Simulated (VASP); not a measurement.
Input of a VASP 6.6.1 run:

The input POSCAR:

```
In
1.0
   -1.6190646052      1.6612415974      2.5247666629
    1.6612415974     -1.6190646052      2.5247666629
    1.5669310712      1.5669310712     -2.4970521319
In
1
Direct
    0.0000000000      0.0000000000      0.0000000000
```

Contents of INCAR.step1:

```
  PREC = Accurate
  ENCUT = 520
  ISMEAR = -1
  SIGMA = 0.1
  LREAL = F
  LASPH = T
  NELM = 80
  NBANDS = 12
  GGA = PE
  ALGO = Normal
  EDIFF = 1E-4
  LWAVE = T
  LCHARG = F
```

INCAR.step2

```
  PREC = Accurate
  ENCUT = 520
  EDIFF = 1E-6
  ISMEAR = -1
  SIGMA = 0.1
  LREAL = F
  LASPH = T
  NELM = 80
  ALGO = Normal
  ISIF = 2
  LWAVE = F
  LCHARG = F
  METAGGA = R2SCAN
  LMIXTAU = T
  NBANDS = 12
  ISTART = 1
```

KPOINTS

```
Automatic mesh
0
Gamma
  11 11 14
```

Potentials or basis: VASP PAW PBE potentials, release 64 (In_d).

Command:

```sh
$ cat potpaw_PBE.64/In_d/POTCAR > POTCAR
$ cp INCAR.step1 INCAR
$ mpirun -np 1 vasp_std > vasp.out
$ cp INCAR.step2 INCAR
$ mpirun -np 1 vasp_std > vasp.out
```

**Question.** Estimate the band gap on the k mesh.

**Answer.** Zero (an odd number of electrons rules out a gap without spin polarisation).

**Question.** What does it give for the pressure?

**Answer.** 0.1 GPa.

Stress tensor (GPa, compression positive):
```
 0.12  0.03 -0.16
 0.03  0.12 -0.16
-0.16 -0.16  0.09
```

Caveat: the PAW data sets were made with another functional, which shifts forces and pressure a little; spin-orbit coupling is left out, which moves the levels of the heavy elements.
